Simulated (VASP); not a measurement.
# ZnS (F-43m) in VASP: further runs

ZnS is run at these levels: PBE; tasks: single point, relaxation of cell and atoms.

Program: VASP 6.6.1. These are calculated values, not measurements. Logs are shortened: lines on timing, memory, paths and dates and some standing lists are left out, and cuts for length are marked.

**Measured values to compare with.**

From “Electronic, vibrational, and thermodynamic properties of ZnS (zincblende and rocksalt structure)”, 2009, arxiv:0911.5022, for a bulk crystal of ZnS at 19 K: band gap 3.85 eV (direct).

The runs below are set against these values where they give the same quantity.

### 1 The cell of the first run

Symmetry: F-43m, No. 216, cubic system. Conventional cell: a = 5.443 Å, b = 5.443 Å, c = 5.443 Å, α = 90.00°, β = 90.00°, γ = 90.00°. Zn (site symmetry -43m) has 4 S at 2.36 Å within 3.1 Å. S (site symmetry -43m) has 4 Zn at 2.36 Å within 3.1 Å.

### 2 Single point, PBE

The input, INCAR:

```
PREC     = Accurate       # precision mode
ENCUT    = 520            # plane-wave cutoff, eV
EDIFF    = 1E-6           # SCF threshold, eV
ISMEAR   = 0              # smearing method
SIGMA    = 0.02           # smearing width, eV
LREAL    = F              # projectors in reciprocal space
LASPH    = T              # aspherical terms in the spheres
NELM     = 60             # most SCF steps
ALGO     = Normal         # electronic algorithm
ISIF     = 2              # what is computed and relaxed
LWAVE    = F              # write WAVECAR
LCHARG   = F              # write CHGCAR
GGA      = PE             # functional
NBANDS   = 16             # bands
```

The input, KPOINTS:

```
regular mesh
0
Gamma
  10 10 10
```

The input, POSCAR:

```
ZnS
1.0
    0.0000000000      2.7214810283      2.7214810283
    2.7214810283      0.0000000000      2.7214810283
    2.7214810283      2.7214810283      0.0000000000
Zn S
1 1
Direct
    0.2500000000      0.2500000000      0.2500000000
    0.0000000000      0.0000000000      0.0000000000
```

Potentials or basis: VASP PAW PBE potentials, release 64 (Zn, S).

Run with:

```sh
$ cat potpaw_PBE.64/Zn/POTCAR potpaw_PBE.64/S/POTCAR > POTCAR
$ mpirun -np 1 vasp_std > vasp.out
```

OUTCAR:

```text
PREC = Accurate
   ENCUT = 520
   EDIFF = 1E-6
   ISMEAR = 0
   LREAL = F
   LASPH = T
   NELM = 60
   ISIF = 2
   GGA = PE

 ion  position               nearest neighbor table
   1  0.250  0.250  0.250-   2 2.36   2 2.36   2 2.36   2 2.36
   2  0.000  0.000  0.000-   1 2.36   1 2.36   1 2.36   1 2.36

  LATTYP: Found a face centered cubic cell.
 ALAT       =     5.4429620566

  Lattice vectors:

 A1 = (   0.0000000000,   2.7214810283,   2.7214810283)
 A2 = (   2.7214810283,   0.0000000000,   2.7214810283)
 A3 = (   2.7214810283,   2.7214810283,   0.0000000000)

Analysis of symmetry for initial positions (statically):
=====================================================================
 Subroutine PRICEL returns:
 Original cell was already a primitive cell.

 Routine SETGRP: Setting up the symmetry group for a
 face centered cubic supercell.

 Subroutine GETGRP returns: Found 24 space group operations
 (whereof 24 operations were pure point group operations)
 out of a pool of 48 trial point group operations.

The static configuration has the point symmetry T_d .

Analysis of symmetry for dynamics (positions and initial velocities):
=====================================================================
 Subroutine PRICEL returns:
 Original cell was already a primitive cell.

 Routine SETGRP: Setting up the symmetry group for a
 face centered cubic supercell.

 Subroutine GETGRP returns: Found 24 space group operations
 (whereof 24 operations were pure point group operations)
 out of a pool of 48 trial point group operations.

The dynamic configuration has the point symmetry T_d .

 Subroutine INISYM returns: Found 24 space group operations
 (whereof 24 operations are pure point group operations),
 and found     1 'primitive' translations

----------------------------------------------------------------------------------------

                                     Primitive cell

  volume of cell :      40.3131

  direct lattice vectors                    reciprocal lattice vectors
     0.000000000  2.721481028  2.721481028    -0.183723493  0.183723493  0.183723493
     2.721481028  0.000000000  2.721481028     0.183723493 -0.183723493  0.183723493
     2.721481028  2.721481028  0.000000000     0.183723493  0.183723493 -0.183723493

  length of vectors
     3.848755380  3.848755380  3.848755380     0.318218424  0.318218424  0.318218424

  position of ions in fractional coordinates (direct lattice)
     0.250000000  0.250000000  0.250000000
     0.000000000  0.000000000  0.000000000

[... 76 lines left out ...]
   EDIFF  = 0.1E-05   stopping-criterion for ELM
   LREAL  =      F    real-space projection
   EDIFFG = 0.1E-04   stopping-criterion for IOM
   NSW    =      0    number of steps for IOM
   IBRION =     -1    ionic relax: 0-MD 1-quasi-New 2-CG
   NFREE  =      0    steps in history (QN), initial steepest desc. (CG)
   ISIF   =      2    stress and relaxation
   ISYM   =      2    0-nonsym 1-usesym 2-fastsym
   POTIM  = 0.5000    time-step for ionic-motion
   TEBEG  =    0.0;   TEEND  =   0.0 temperature during run
   PSTRESS=    0.0 pullay stress
   NELECT =      18.0000    total number of electrons
   NUPDOWN=      -1.0000    fix difference up-down
   EMIN   =  10.00;   EMAX   =-10.00  energy-range for DOS
   EFERMI =   0.00;   METHOD = LEGACY
   ISMEAR =     0;   SIGMA  =   0.02  broadening in eV -4-tet -1-fermi 0-gaus
   EFERMI_NEDOS =   21; number of points for ismear=-14 and -15
   IALGO  =     38    algorithm
   IMIX   =      4    mixing-type and parameters
     AMIX     =   0.40;   BMIX     =  1.00
     AMIX_MAG =   1.60;   BMIX_MAG =  1.00
  volume/ion in A,a.u.               =      20.16       136.02
  Fermi-wavevector in a.u.,A,eV,Ry     =   1.251268  2.364554 21.302257  1.565672
  Thomas-Fermi vector in A             =   2.385223
   LORBIT       =      0    0 simple, 1 ext, 2 COOP (PROOUT), +10 PAW based schemes
   GGA     = PE    functional components
   LHFCALC =     F    Hartree Fock is set to
   AEXX    =    0.0000 exact exchange contribution
   IVDW    =     0    specifies the selected vdW correction
   LEPSILON=     F    determine dielectric tensor
   LRPA    =     F    only Hartree local field effects (RPA)
 non-spin polarized calculation
 Gauss-broadening in eV      SIGMA  =   0.02
  energy-cutoff  :      520.00
  volume of cell :       40.31
 maximum number of plane-waves:      1106
 NGX is ok and might be reduce to    30
   NGX = 15   NGY = 15   NGZ = 15

 number of electron      18.0000008 magnetization

 Free energy of the ion-electron system (eV)
  ---------------------------------------------------
  ext. energy  EPLUGINS =         0.00000000
  ---------------------------------------------------
  free energy    TOTEN  =        -6.85257946 eV

  energy without entropy =       -6.85257946  energy(sigma->0) =       -6.85257946

 E-fermi :   2.0506     XC(G=0):  -9.5293

 val. band max:        1.9083836872   @ k =   0.0000   0.0000   0.0000
 cond. band min:       3.9284057185   @ k =   0.0000   0.0000   0.0000
 fundamental gap:      2.0200220313
 Fermi energy:         2.0506279796

 k-point     1 :       0.0000    0.0000    0.0000
  band No.  band energies     occupation
      1     -11.0840      2.00000
      2      -4.3476      2.00000
      3      -4.3476      2.00000
      4      -4.3476      2.00000
      5      -3.8747      2.00000
      6      -3.8747      2.00000
[... 433 lines left out ...]
      3      -4.1137      2.00000
      4      -4.1040      2.00000
      5      -3.8481      2.00000
      6      -3.8209      2.00000
[... 8 lines left out ...]
     15      15.2385      0.00000
     16      17.6129      0.00000

 [... further k-points ...]

------------------------ aborting loop because EDIFF is reached ----------------------------------------

  FORCE on cell =-STRESS in cart. coord.  units (eV):
  Direction    XX          YY          ZZ          XY          YZ          ZX
  --------------------------------------------------------------------------------------
  -------------------------------------------------------------------------------------
  Total        0.0429665      0.0429665      0.0429665      0.0000000      0.0000000      0.0000000
  in kB        1.7076335      1.7076335      1.7076335      0.0000000      0.0000000      0.0000000
  external PRESSURE =       1.7076335 kB  Pullay stress =       0.0000000 kB

 VOLUME and BASIS-vectors are now :
 -----------------------------------------------------------------------------
  energy-cutoff  :      520.00
  volume of cell :       40.31
      direct lattice vectors                 reciprocal lattice vectors
     0.000000000  2.721481028  2.721481028    -0.183723493  0.183723493  0.183723493
     2.721481028  0.000000000  2.721481028     0.183723493 -0.183723493  0.183723493
     2.721481028  2.721481028  0.000000000     0.183723493  0.183723493 -0.183723493

 POSITION                                       TOTAL-FORCE (eV/Angst)
 -----------------------------------------------------------------------------------
      1.36074      1.36074      1.36074         0.000000     -0.000000     -0.000000
      0.00000      0.00000      0.00000        -0.000000      0.000000      0.000000
 -----------------------------------------------------------------------------------
    total drift:                                0.000000      0.000000      0.000000

  FREE ENERGIE OF THE ION-ELECTRON SYSTEM (eV)
  ---------------------------------------------------
  free  energy   TOTEN  =        -6.8525794635 eV

  energy  without entropy=       -6.8525794635  energy(sigma->0) =       -6.85257946
```

OSZICAR:

```text
N       E                     dE             d eps       ncg     rms          rms(c)
DAV:   1     0.820159555542E+02    0.82016E+02   -0.85010E+03  1504   0.131E+03
DAV:   2    -0.192517439152E+01   -0.83941E+02   -0.78058E+02  1696   0.256E+02
DAV:   3    -0.722756405060E+01   -0.53024E+01   -0.52741E+01  1896   0.605E+01
DAV:   4    -0.727905775277E+01   -0.51494E-01   -0.51480E-01  1864   0.625E+00
DAV:   5    -0.727958282378E+01   -0.52507E-03   -0.52506E-03  1928   0.605E-01    0.659E+00
DAV:   6    -0.687224725068E+01    0.40734E+00   -0.73540E-01  2248   0.296E+01    0.517E+00
DAV:   7    -0.685286885106E+01    0.19378E-01   -0.24457E-01  1816   0.440E+00    0.266E+00
DAV:   8    -0.685214376144E+01    0.72509E-03   -0.49316E-03  1856   0.788E-01    0.699E-01
DAV:   9    -0.685241322183E+01   -0.26946E-03   -0.11958E-03  1872   0.278E-01    0.100E-01
DAV:  10    -0.685258631435E+01   -0.17309E-03   -0.22429E-04  1832   0.143E-01    0.579E-02
DAV:  11    -0.685257867242E+01    0.76419E-05   -0.35512E-05  1728   0.896E-02    0.682E-03
DAV:  12    -0.685257946348E+01   -0.79105E-06   -0.43079E-06  2040   0.212E-02
   1 F= -.68525795E+01 E0= -.68525795E+01  d E =-.364235E-26
```

It took 27 s on 1 thread of Intel Xeon Platinum 8259CL at 2.50GHz (Skylake/Cascade Lake), shared host; peak memory 0.17 GiB.

Results:

```
Free energy            : -6.8526 eV
Pressure               : 0.2 GPa
Band gap on the k mesh : 2.02 eV, direct
```

### 3 Relaxation of cell and atoms, PBE

This run uses another cell than the first one, of 19.73 Å³/atom, 0.979 times its volume.

The input, INCAR:

```
SYSTEM = ZnS
PREC = Accurate ; ENCUT = 600
EDIFF = 1E-7 ; ISMEAR = 0
SIGMA = 0.02 ; LREAL = .FALSE.
LASPH = .TRUE. ; NELM = 100
ALGO = Normal ; ISIF = 3
LWAVE = .FALSE. ; LCHARG = .FALSE.
GGA = PE ; IBRION = 2
NSW = 80 ; EDIFFG = -0.01
```

The input, KPOINTS:

```
regular mesh
0
G
  10 10 10
  0 0 0
```

The input, POSCAR:

```
ZnS
1.0
    0.0000000000      2.7020000000      2.7020000000
    2.7020000000      0.0000000000      2.7020000000
    2.7020000000      2.7020000000      0.0000000000
Zn S
1 1
Direct
    0.2500000000      0.2500000000      0.2500000000
    0.0000000000      0.0000000000      0.0000000000
```

Potentials or basis: VASP PAW PBE potentials, release 64 (Zn, S).

Run with:

```sh
$ cat potpaw_PBE.64/Zn/POTCAR potpaw_PBE.64/S/POTCAR > POTCAR
$ mpirun -np 1 vasp_std > vasp.out
```

It took 48 s on 1 thread of Intel Xeon Platinum 8259CL at 2.50GHz (Skylake/Cascade Lake), shared host; peak memory 0.2 GiB.

It converged, with:

```
Free energy                            : -6.8524 eV
Relaxed volume                         : 20.20 Å³/atom
Relaxed cell                           : a = 3.852 Å, b = 3.852 Å, c = 3.852 Å, α = 60.00°, β = 60.00°, γ = 60.00°
Space group after relaxing (to 0.05 Å) : F-43m (No. 216)
Energy gained by relaxing              : 2.6 meV/atom
Ionic steps                            : 3
Pressure after relaxing                : 0.0 GPa
Band gap on the k mesh                 : 2.01 eV, direct
```

Step by step:
```tsv
step	energy change (eV)	largest force (eV/Å)	pressure (GPa)	volume (Å³)
1	0.0000	0.0000	1.76	39.45
2	-0.0047	0.0000	-0.50	40.71
3	-0.0051	0.0000	0.00	40.41
```

Final structure:
```yaml
crystal:
  lattice:
    - [0.00000, 2.72360, 2.72360]
    - [2.72360, 0.00000, 2.72360]
    - [2.72360, 2.72360, 0.00000]
  atoms:
    - { symbol: Zn, position: [0.25000, 0.25000, 0.25000] }
    - { symbol: S, position: [0.00000, 0.00000, 0.00000] }
```

Levels at points of the mesh, in eV from the valence-band top:
| k point | band 5 | band 6 | band 7 | band 8 | band 9 | band 10 | band 11 | band 12 | band 13 |
| --- | --- | --- | --- | --- | --- | --- | --- | --- | --- |
| (0.00, 0.00, 0.00) | -5.78 | -5.78 | 0.00 | 0.00 | 0.00 | 2.01 | 6.41 | 6.41 | 6.41 |
| (0.50, 0.00, 0.00) | -5.75 | -5.58 | -5.14 | -0.83 | -0.83 | 3.26 | 6.94 | 6.94 | 8.79 |
| (0.50, 0.50, 0.00) | -5.71 | -5.57 | -4.46 | -2.13 | -2.13 | 3.46 | 4.07 | 10.81 | 11.81 |

PBE usually gives volumes a little too large and moduli too small. Zero-point motion and thermal expansion aren't in these numbers.

### 4 How close it comes

Step 2. Against the measured gap of ZnS, 3.85 eV (direct; 19 K; quoted in “Electronic, vibrational, and thermodynamic properties of ZnS (zincblende and rocksalt structure)”, 2009, arxiv:0911.5022), the calculated 2.02 eV is off by -1.83 eV. The value is that of PBE, without temperature or zero-point motion. Semilocal functionals fall short of measured gaps as a rule.
